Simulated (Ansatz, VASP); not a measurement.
## One calculation of LiBiSe2, two programs

```xyz
4
Lattice="2.0903 1.2069 6.6873 -2.0903 1.2069 6.6873 0.0000 -2.4137 6.6873" Properties=species:S:1:pos:R:3 pbc="T T T"
Li    2.0903    1.2069    6.6873
Bi    0.0000    0.0000   10.0310
Se    0.0000    0.0000    5.1168
Se    0.0000    0.0000   14.9452
```

Alike in both runs: task single point; functional PBE; k mesh 6 × 6 × 6; no spin polarisation.

|  | VASP | Ansatz |
| --- | --- | --- |
| version | VASP 6.6.1 | Ansatz 0.2.0 |
| potentials or method | VASP PAW PBE potentials, release 64 (Li_sv, Bi_d, Se) | plane waves, PAW |
| plane-wave cutoff (eV) | 520 | 420 |
| occupations | gaussian, width 0.01 eV | fixed |
| valence electrons in the cell | 30 | 50 |

```csv
,VASP,Ansatz,Ansatz less VASP
gap on the k mesh at the Fermi level (eV),1.00,0.99,-0.004
rms of the force components (eV/Å),0.057,0.058,+0.0017
```

Atom by atom the forces differ by 0.002 eV/Å (rms over components). VASP's potentials hold 30 valence electrons a cell and Ansatz's 50, so a difference there can come from the potentials and not from the codes.

Neither program's run includes spin-orbit coupling. Noted on VASP's run: the cutoff is short for stress, so the pressure is rough.
